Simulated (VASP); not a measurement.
Here is a VASP 6.6.1 calculation.

The input INCAR:

```
PREC = Accurate
ENCUT = 520
EDIFF = 1E-6
ISMEAR = 0
SIGMA = 0.01
LREAL = False
LASPH = True
NELM = 80
ALGO = Normal
ISIF = 2
LWAVE = False
LCHARG = False
GGA = PE
NBANDS = 14
```

The input KPOINTS:

```
regular mesh
0
Gamma
  4 4 4
```

Contents of POSCAR:

```
NaCl
1.0
    0.0000000000      2.8026988093      2.8026988093
    2.8026988093      0.0000000000      2.8026988093
    2.8026988093      2.8026988093      0.0000000000
Na Cl
1 1
Direct
    0.0000000000      0.0000000000      0.0000000000
    0.5000000000      0.5000000000      0.5000000000
```

Potentials or basis: VASP PAW PBE potentials, release 64 (Na_pv, Cl).

Launch:

```bash
$ cat potpaw_PBE.64/Na_pv/POTCAR potpaw_PBE.64/Cl/POTCAR > POTCAR
$ mpirun -np 1 vasp_std > vasp.out
```

(1) What does it give for the pressure?

(2) Estimate the band gap on the k mesh.

Answers

(1) 1.3 GPa.

(2) 5.18 eV, direct.

Caveat: the k points lie up to 0.49 Å⁻¹ apart.
